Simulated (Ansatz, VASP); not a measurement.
# BP: VASP beside Ansatz

POSCAR

```
BP
1.0
    0.0000000000      2.3590482957      2.2312187363
    2.3590482957      0.0000000000      2.2312187363
    2.3590482957      2.3590482957      0.0000000000
B P
1 1
Direct
    0.0000000000      0.0000000000      0.0000000000
    0.2500000000      0.2500000000      0.2500000000
```

Contents of INCAR.step1:

```
ALGO = Normal
EDIFF = 1E-5
ENCUT = 520
GGA = PE
ISIF = 2
ISMEAR = 0
LASPH = True
LREAL = False
LWAVE = True
NBANDS = 11
NELM = 100
PREC = Accurate
SIGMA = 0.01
```

File INCAR.step2:

```
ALGO = Normal
EDIFF = 1E-6
ENCUT = 520
GGA = PE
HFSCREEN = 0.2079
ISIF = 2
ISMEAR = 0
ISTART = 1
LASPH = True
LCHARG = True
LELF = True
LHFCALC = True
LREAL = False
LVHAR = True
LWAVE = False
NBANDS = 11
NELM = 100
PREC = Accurate
PRECFOCK = Normal
SIGMA = 0.01
```

Contents of KPOINTS:

```
k-points
0
Gamma
  6 6 6
```

Input for Ansatz:

```yaml
crystal:
  lattice:
    - [0.0, 2.3590482957, 2.2312187363]
    - [2.3590482957, 0.0, 2.2312187363]
    - [2.3590482957, 2.3590482957, 0.0]
  atoms:
    - { symbol: B, position: [0.0, 0.0, 0.0] }
    - { symbol: P, position: [0.25, 0.25, 0.25] }
kpoints:
  mp_grid: { grid: [6, 6, 6] }
  band_path:
    path:
      - [0.0, 0.0, 0.0]
      - [-0.5, -0.5, 0.0]
      - [-0.375, -0.375, 0.25]
      - [-0.375, 0.0, 0.375]
      - [0.0, 0.0, 0.5]
      - [-0.5, -0.25, 0.25]
      - [0.403646, 0.403646, 0.0]
    npoints: 1
hamiltonian:
  xc: hse06
scf:
  occupations: { method: fixed }
  n_extra_bands: 4
output:
  forces: true
  stress: true
  eigenvalues: true
  write_density: true
  write_potential: true
  elf: true
  volumetric_format: npy
```

Change from the starting cell: epitaxial_xy strain +4.0%.

Alike in both runs: task single point; functional HSE06; k mesh 6 × 6 × 6; no spin polarisation.

|  | VASP | Ansatz |
| --- | --- | --- |
| version | VASP 6.6.1 | Ansatz 0.2.0 |
| potentials or method | VASP PAW PBE potentials, release 64 (B, P) | plane waves, PAW |
| plane-wave cutoff (eV) | 520 | 420 |
| occupations | gaussian, width 0.01 eV | fixed |
| valence electrons in the cell | 8 | 8 |

```tsv
	VASP	Ansatz	Ansatz less VASP
gap on the k mesh at the Fermi level (eV)	1.35	1.36	+0.005
pressure (GPa)	-11.2	-10.7	+0.46
traceless stress, the component that is largest in VASP (GPa)	9.32	9.29	-0.026
```

Ansatz's warnings: stress exchange threshold loose, stress scf threshold loose.
